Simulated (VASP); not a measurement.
Set up this calculation in VASP 6.6.1, as the native input.

```
Task                   : single point
Functional             : BLYP
Potentials or basis    : VASP PAW PBE potentials, release 64 (Cu)
Cutoff                 : 520 eV
k mesh                 : 12 × 12 × 7
Occupations            : fermi-dirac, width 0.1 eV
Spin                   : no spin polarisation
Dipole correction      : no
Further INCAR settings : ALGO = Normal; EDIFF = 1e-06; NBANDS = 18
```

The structure of Cu lies in POSCAR:

```
Cu
1.0
    2.5340966700      0.0000000000      0.0000000000
   -1.2670483300      2.1945920900      0.0000000000
    0.0000000000      0.0000000000      4.1125710000
Cu
2
Direct
    0.3333333333      0.6666666667      0.2500000000
    0.6666666667      0.3333333333      0.7500000000
```

One way to write it, as run:

INCAR

```
  PREC = Accurate
  ENCUT = 520
  EDIFF = 1E-6
  ISMEAR = -1
  SIGMA = 0.1
  LREAL = False
  LASPH = True
  NELM = 60
  ALGO = Normal
  ISIF = 2
  LWAVE = False
  LCHARG = False
  GGA = B5
  ALDAX = 1.0
  AGGAX = 1.0
  AGGAC = 1.0
  ALDAC = 0.0
  NBANDS = 18
```

KPOINTS

```
regular mesh
0
Gamma
  12 12 7
```

Potentials or basis: VASP PAW PBE potentials, release 64 (Cu).

Command:

```console
$ cat potpaw_PBE.64/Cu/POTCAR > POTCAR
$ mpirun -np 1 vasp_std > vasp.out
```

It gave:

```json
{"Pressure": "16.9 GPa", "Band gap on the k mesh": "zero (band 11 reaches 12.60 eV, above the bottom of band 12 at 6.46 eV)"}
```

Caveat: the PAW data sets were made with another functional, which shifts forces and pressure a little.

Wall time 19 s on 1 thread of AMD EPYC 9R45 96-Core Processor (Zen 5), with other jobs on the host, peak memory 0.12 GiB.
